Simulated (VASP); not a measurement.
K2LiCuF6, 10 atoms in the cell. Symmetry: Fm-3m, No. 225, cubic system. The conventional cell has a = 8.162 Å, b = 8.162 Å, c = 8.162 Å, α = 90.00°, β = 90.00°, γ = 90.00°. Within 2.5 Å of Cu (site symmetry m-3m) lie 6 F at 1.87 Å. F (site symmetry 4mm) has 1 Cu at 1.87 Å and 1 Li at 2.21 Å within 2.5 Å. K (site symmetry -43m) has 12 F at 2.89 Å and 4 Cu at 3.53 Å and 4 Li at 3.53 Å within 3.8 Å. Within 2.9 Å of Li (site symmetry m-3m) lie 6 F at 2.21 Å. 

| Quantity | Value |
| --- | --- |
| Program | VASP 6.6.1 |
| Task | single point |
| Functional | r2SCAN |
| Potentials or basis | VASP PAW PBE potentials, release 64 (Cu, F, K_sv, Li_sv) |
| Cutoff | 520 eV |
| k mesh | 5 × 5 × 5 |
| Occupations | fermi-dirac, width 0.0956 eV |
| Spin | collinear spin |
| Starting moments | [1.0, 0.0, 0.0, 0.0, 0.0, 0.0, 0.0, 0.0, 0.0, 0.0] μB |
| Hubbard terms | Cu d U = 2.62 eV |
| Dipole correction | no |
| Further INCAR settings | ALGO = Normal; EDIFF = 1e-06; NBANDS = 52 |

Potentials or basis: VASP PAW PBE potentials, release 64 (Cu, F, K_sv, Li_sv).

The run is started by

```bash
$ cat potpaw_PBE.64/Cu/POTCAR potpaw_PBE.64/F/POTCAR potpaw_PBE.64/K_sv/POTCAR potpaw_PBE.64/Li_sv/POTCAR > POTCAR
$ cp INCAR.step1 INCAR
$ mpirun -np 1 vasp_std > vasp.out
$ cp INCAR.step2 INCAR
$ mpirun -np 1 vasp_std > vasp.out
```

Hardware: 1 thread of Oxide Virtual Turin-like Processor, with other jobs on the host.

Question: Estimate the wall time of this run.

Answer: It took 39 min on 1 thread of Oxide Virtual Turin-like Processor, on a shared host, peak memory 0.47 GiB. Counts: k points 10.
